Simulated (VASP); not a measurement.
# Ti6C (Pm-3m) in VASP: single point with PBE

Aim: the single point of Ti6C with PBE.

All numbers are computed with VASP 6.6.1; they aren't measurements. Logs are shortened: lines on timing, memory, paths and dates and some standing lists are left out, and cuts for length are marked.

## 1. The cell of the first run

It takes space group Pm-3m (No. 221, cubic). Conventional cell: a = 5.785 Å, b = 5.785 Å, c = 5.785 Å, α = 90.00°, β = 90.00°, γ = 90.00°. Within 2.7 Å of Ti (site symmetry 4mm) lie 5 Ti at 1.97 to 2.70 Å. C (site symmetry m-3m) has 24 Ti at 4.21 Å within 5.5 Å.

The cell was built from a structure type or drawn by symmetry, and may not be a known phase.

## 2. Single point, PBE

INCAR

```
SYSTEM = Ti6C
PREC = Accurate ; ENCUT = 520
EDIFF = 1E-6 ; ISMEAR = 0
SIGMA = 0.1 ; LREAL = .False.
LASPH = .True. ; NELM = 60
ALGO = Normal ; ISIF = 2
LWAVE = .False. ; LCHARG = .True.
GGA = PE ; LELF = .True.
LVHAR = .True. ; NBANDS = 47
```

KPOINTS

```
regular mesh
0
Gamma
  8 8 8
  0 0 0
```

POSCAR

```
Ti6C
1.0
    5.7848761376      0.0000000000      0.0000000000
    0.0000000000      5.7848761376      0.0000000000
    0.0000000000      0.0000000000      5.7848761376
Ti C
6 1
Direct
    0.1699732333      0.5000000000      0.5000000000
    0.5000000000      0.1699732333      0.5000000000
    0.8300267667      0.5000000000      0.5000000000
    0.5000000000      0.8300267667      0.5000000000
    0.5000000000      0.5000000000      0.1699732333
    0.5000000000      0.5000000000      0.8300267667
    0.0000000000      0.0000000000      0.0000000000
```

Potentials or basis: VASP PAW PBE potentials, release 64 (Ti_sv, C).

Launch:

```sh
> cat potpaw_PBE.64/Ti_sv/POTCAR potpaw_PBE.64/C/POTCAR > POTCAR
> mpirun -np 1 vasp_std > vasp.out
```

OUTCAR:

```text
SYSTEM = Ti6C
   PREC = Accurate
   ENCUT = 520
   EDIFF = 1E-6
   ISMEAR = 0
   LREAL = .False.
   LASPH = .True.
   NELM = 60
   ISIF = 2
   GGA = PE

 ion  position               nearest neighbor table
   1  0.170  0.500  0.500-   3 1.97   2 2.70   4 2.70   5 2.70   6 2.70
   2  0.500  0.170  0.500-   4 1.97   3 2.70   1 2.70   5 2.70   6 2.70
   3  0.830  0.500  0.500-   1 1.97   2 2.70   4 2.70   5 2.70   6 2.70
   4  0.500  0.830  0.500-   2 1.97   1 2.70   3 2.70   5 2.70   6 2.70
   5  0.500  0.500  0.170-   6 1.97   2 2.70   3 2.70   4 2.70   1 2.70
   6  0.500  0.500  0.830-   5 1.97   2 2.70   3 2.70   4 2.70   1 2.70
   7  0.000  0.000  0.000-

  LATTYP: Found a simple cubic cell.
 ALAT       =     5.7848761376

  Lattice vectors:

 A1 = (   5.7848761376,   0.0000000000,   0.0000000000)
 A2 = (   0.0000000000,   5.7848761376,   0.0000000000)
 A3 = (   0.0000000000,   0.0000000000,   5.7848761376)

Analysis of symmetry for initial positions (statically):
=====================================================================
 Subroutine PRICEL returns:
 Original cell was already a primitive cell.

 Routine SETGRP: Setting up the symmetry group for a
 simple cubic supercell.

 Subroutine GETGRP returns: Found 48 space group operations
 (whereof 48 operations were pure point group operations)
 out of a pool of 48 trial point group operations.

The static configuration has the point symmetry O_h .

Analysis of symmetry for dynamics (positions and initial velocities):
=====================================================================
 Subroutine PRICEL returns:
 Original cell was already a primitive cell.

 Routine SETGRP: Setting up the symmetry group for a
 simple cubic supercell.

 Subroutine GETGRP returns: Found 48 space group operations
 (whereof 48 operations were pure point group operations)
 out of a pool of 48 trial point group operations.

The dynamic configuration has the point symmetry O_h .

 Subroutine INISYM returns: Found 48 space group operations
 (whereof 48 operations are pure point group operations),
 and found     1 'primitive' translations

----------------------------------------------------------------------------------------

                                     Primitive cell

  volume of cell :     193.5897

  direct lattice vectors                    reciprocal lattice vectors
     5.784876138  0.000000000  0.000000000     0.172864548  0.000000000  0.000000000
     0.000000000  5.784876138  0.000000000     0.000000000  0.172864548  0.000000000
     0.000000000  0.000000000  5.784876138     0.000000000  0.000000000  0.172864548

  length of vectors
     5.784876138  5.784876138  5.784876138     0.172864548  0.172864548  0.172864548

  position of ions in fractional coordinates (direct lattice)
     0.169973233  0.500000000  0.500000000
     0.500000000  0.169973233  0.500000000
     0.830026767  0.500000000  0.500000000
     0.500000000  0.830026767  0.500000000
     0.500000000  0.500000000  0.169973233
     0.500000000  0.500000000  0.830026767
     0.000000000  0.000000000  0.000000000

  ion indices of the primitive-cell ions
   primitive index   ion index
                 1           1
                 2           2
                 3           3
                 4           4
                 5           5
                 6           6
                 7           7

----------------------------------------------------------------------------------------

 KPOINTS: regular mesh

Automatic generation of k-mesh.
 Grid dimensions read from file:
 generate k-points for:    8    8    8

 Generating k-lattice:

  Cartesian coordinates                     Fractional coordinates (reciprocal lattice)
     0.021608069  0.000000000  0.000000000     0.125000000  0.000000000  0.000000000
     0.000000000  0.021608069  0.000000000     0.000000000  0.125000000  0.000000000
     0.000000000  0.000000000  0.021608069     0.000000000  0.000000000  0.125000000

  Length of vectors
     0.021608069  0.021608069  0.021608069

  Shift w.r.t. Gamma in fractional coordinates (k-lattice)
     0.000000000  0.000000000  0.000000000

 Subroutine IBZKPT returns following result:
 ===========================================

 Found     35 irreducible k-points:

 Following reciprocal coordinates:
            Coordinates               Weight
  0.000000  0.000000  0.000000      1.000000
  0.125000  0.000000  0.000000      6.000000
  0.250000  0.000000  0.000000      6.000000
  0.375000  0.000000  0.000000      6.000000
  0.500000  0.000000  0.000000      3.000000
  0.125000  0.125000  0.000000     12.000000
[... 16 lines left out ...]
  0.375000  0.375000  0.125000     24.000000
  0.500000  0.375000  0.125000     24.000000
 [... further k-points ...]
   k-points           NKPTS =     35   k-points in BZ     NKDIM =     35   number of bands    NBANDS=     47
   number of dos      NEDOS =    301   number of ions     NIONS =      7
   total plane-waves  NPLWV = 110592
   dimension x,y,z NGX =    48 NGY =   48 NGZ =   48
   dimension x,y,z NGXF=    96 NGYF=   96 NGZF=   96
   ions per type =               6   1
   NGX,Y,Z   is equivalent  to a cutoff of  13.79, 13.79, 13.79 a.u.
   NGXF,Y,Z  is equivalent  to a cutoff of  27.59, 27.59, 27.59 a.u.
 SYSTEM =  Ti6C
   PREC   = accura    normal or accurate (medium, high low for compatibility)
   ISTART =      0    job   : 0-new  1-cont  2-samecut
   ICHARG =      2    charge: 1-file 2-atom 10-const
   ISPIN  =      1    spin polarized calculation?
   LNONCOLLINEAR =      F non collinear calculations
   LSORBIT =      F    spin-orbit coupling
   LASPH  =      T    aspherical Exc in radial PAW
   ENCUT  =  520.0 eV  38.22 Ry    6.18 a.u.  10.76 10.76 10.76*2*pi/ulx,y,z
   NELM   =     60;   NELMIN=  2; NELMDL= -5     # of ELM steps
   EDIFF  = 0.1E-05   stopping-criterion for ELM
   LREAL  =      F    real-space projection
   EDIFFG = 0.1E-04   stopping-criterion for IOM
   NSW    =      0    number of steps for IOM
   IBRION =     -1    ionic relax: 0-MD 1-quasi-New 2-CG
   NFREE  =      0    steps in history (QN), initial steepest desc. (CG)
   ISIF   =      2    stress and relaxation
   ISYM   =      2    0-nonsym 1-usesym 2-fastsym
   POTIM  = 0.5000    time-step for ionic-motion
   TEBEG  =    0.0;   TEEND  =   0.0 temperature during run
   PSTRESS=    0.0 pullay stress
   NELECT =      76.0000    total number of electrons
   NUPDOWN=      -1.0000    fix difference up-down
   EMIN   =  10.00;   EMAX   =-10.00  energy-range for DOS
   EFERMI =   0.00;   METHOD = LEGACY
   ISMEAR =     0;   SIGMA  =   0.10  broadening in eV -4-tet -1-fermi 0-gaus
   EFERMI_NEDOS =   21; number of points for ismear=-14 and -15
   IALGO  =     38    algorithm
   IMIX   =      4    mixing-type and parameters
     AMIX     =   0.40;   BMIX     =  1.00
     AMIX_MAG =   1.60;   BMIX_MAG =  1.00
  volume/ion in A,a.u.               =      27.66       186.63
  Fermi-wavevector in a.u.,A,eV,Ry     =   1.198722  2.265257 19.550694  1.436935
  Thomas-Fermi vector in A             =   2.334604
   LORBIT       =      0    0 simple, 1 ext, 2 COOP (PROOUT), +10 PAW based schemes
   GGA     = PE    functional components
   LHFCALC =     F    Hartree Fock is set to
   AEXX    =    0.0000 exact exchange contribution
   IVDW    =     0    specifies the selected vdW correction
   LEPSILON=     F    determine dielectric tensor
   LRPA    =     F    only Hartree local field effects (RPA)
 non-spin polarized calculation
 Gauss-broadening in eV      SIGMA  =   0.10
  energy-cutoff  :      520.00
  volume of cell :      193.59
 maximum number of plane-waves:      5248
 NGX is ok and might be reduce to    48
   NGX = 21   NGY = 21   NGZ = 21

 number of electron      76.0000017 magnetization

 Free energy of the ion-electron system (eV)
  ---------------------------------------------------
  ext. energy  EPLUGINS =         0.00000000
  ---------------------------------------------------
  free energy    TOTEN  =       -34.55655011 eV

  energy without entropy =      -34.49507728  energy(sigma->0) =      -34.52581370

 E-fermi :   2.7671     XC(G=0):  -8.5692

 val. band max:        2.7664181473   @ k =   0.5000   0.3750   0.1250
 cond. band min:       2.7764777556   @ k =   0.5000   0.5000   0.0000
 fundamental gap:      0.0100596082
 Fermi energy:         2.7671471804

 k-point     1 :       0.0000    0.0000    0.0000
  band No.  band energies     occupation
      1     -54.1349      2.00000
      2     -54.0101      2.00000
      3     -54.0101      2.00000
      4     -53.1149      2.00000
      5     -53.1149      2.00000
      6     -53.1149      2.00000
[... 39 lines left out ...]
     46       4.4966      0.00000
     47       4.5000      0.00000

 k-point     2 :       0.1250    0.0000    0.0000
  band No.  band energies     occupation
      1     -54.1310      2.00000
      2     -54.0145      2.00000
      3     -54.0101      2.00000
      4     -53.1149      2.00000
      5     -53.1149      2.00000
      6     -53.1143      2.00000
[... 39 lines left out ...]
     46       4.2893      0.00000
     47       4.3603      0.00000

 k-point     3 :       0.2500    0.0000    0.0000
  band No.  band energies     occupation
      1     -54.1204      2.00000
      2     -54.0265      2.00000
      3     -54.0101      2.00000
      4     -53.1149      2.00000
      5     -53.1149      2.00000
      6     -53.1130      2.00000
[... 39 lines left out ...]
     46       3.9316      0.00000
     47       4.1903      0.00000

 k-point     4 :       0.3750    0.0000    0.0000
  band No.  band energies     occupation
      1     -54.1061      2.00000
      2     -54.0422      2.00000
      3     -54.0101      2.00000
      4     -53.1149      2.00000
      5     -53.1149      2.00000
      6     -53.1117      2.00000
[... 939 lines left out ...]
     46       3.6990      0.00000
     47       3.9119      0.00000

 k-point    23 :       0.3750    0.3750    0.1250
  band No.  band energies     occupation
      1     -54.0782      2.00000
      2     -54.0456      2.00000
      3     -54.0346      2.00000
      4     -53.1657      2.00000
      5     -53.1030      2.00000
      6     -53.0728      2.00000
[... 39 lines left out ...]
     46       3.6000      0.00000
     47       3.8829      0.00000

 k-point    24 :       0.5000    0.3750    0.1250
  band No.  band energies     occupation
      1     -54.0691      2.00000
      2     -54.0513      2.00000
      3     -54.0379      2.00000
      4     -53.1693      2.00000
      5     -53.1029      2.00000
      6     -53.0694      2.00000
[... 39 lines left out ...]
     46       3.6328      0.00000
     47       3.8346      0.00000

 [... further k-points ...]

------------------------ aborting loop because EDIFF is reached ----------------------------------------

  FORCE on cell =-STRESS in cart. coord.  units (eV):
  Direction    XX          YY          ZZ          XY          YZ          ZX
  --------------------------------------------------------------------------------------
  -------------------------------------------------------------------------------------
  Total        0.8751749      0.8751749      0.8751749     -0.0000000     -0.0000000      0.0000000
  in kB        7.2430790      7.2430790      7.2430790     -0.0000000     -0.0000000      0.0000000
  external PRESSURE =       7.2430790 kB  Pullay stress =       0.0000000 kB

 VOLUME and BASIS-vectors are now :
 -----------------------------------------------------------------------------
  energy-cutoff  :      520.00
  volume of cell :      193.59
      direct lattice vectors                 reciprocal lattice vectors
     5.784876138  0.000000000  0.000000000     0.172864548  0.000000000  0.000000000
     0.000000000  5.784876138  0.000000000     0.000000000  0.172864548  0.000000000
     0.000000000  0.000000000  5.784876138     0.000000000  0.000000000  0.172864548

 POSITION                                       TOTAL-FORCE (eV/Angst)
 -----------------------------------------------------------------------------------
      0.98327      2.89244      2.89244         0.589887      0.000000      0.000000
      2.89244      0.98327      2.89244        -0.000000      0.589887      0.000000
      4.80160      2.89244      2.89244        -0.589887      0.000000      0.000000
      2.89244      4.80160      2.89244         0.000000     -0.589887      0.000000
      2.89244      2.89244      0.98327        -0.000000      0.000000      0.589887
      2.89244      2.89244      4.80160         0.000000      0.000000     -0.589887
      0.00000      0.00000      0.00000        -0.000000      0.000000      0.000000
 -----------------------------------------------------------------------------------
    total drift:                                0.000000      0.000000      0.000000

  FREE ENERGIE OF THE ION-ELECTRON SYSTEM (eV)
  ---------------------------------------------------
  free  energy   TOTEN  =       -34.5565501105 eV

  energy  without entropy=      -34.4950772822  energy(sigma->0) =      -34.52581370
```

It took 7.7 min on 1 thread of AMD EPYC 7R13 (Zen 3), shared host; peak memory 0.43 GiB.

What came out:

```yaml
Free_energy: -34.5566 eV
Pressure: 0.7 GPa
Largest_force: 0.590 eV/Å
Band_gap_on_the_k_mesh: zero (bands 38 and 39 overlap by 0.36 eV)
```

Forces in eV/Å, atoms in the order of the input:
```
Ti   0.590  0.000  0.000
Ti   0.000  0.590  0.000
Ti  -0.590  0.000  0.000
Ti   0.000 -0.590  0.000
Ti   0.000  0.000  0.590
Ti   0.000  0.000 -0.590
C    0.000  0.000  0.000
```

Caveat: atoms lie so close that the PAW spheres overlap strongly, which falsifies energies and pressures.
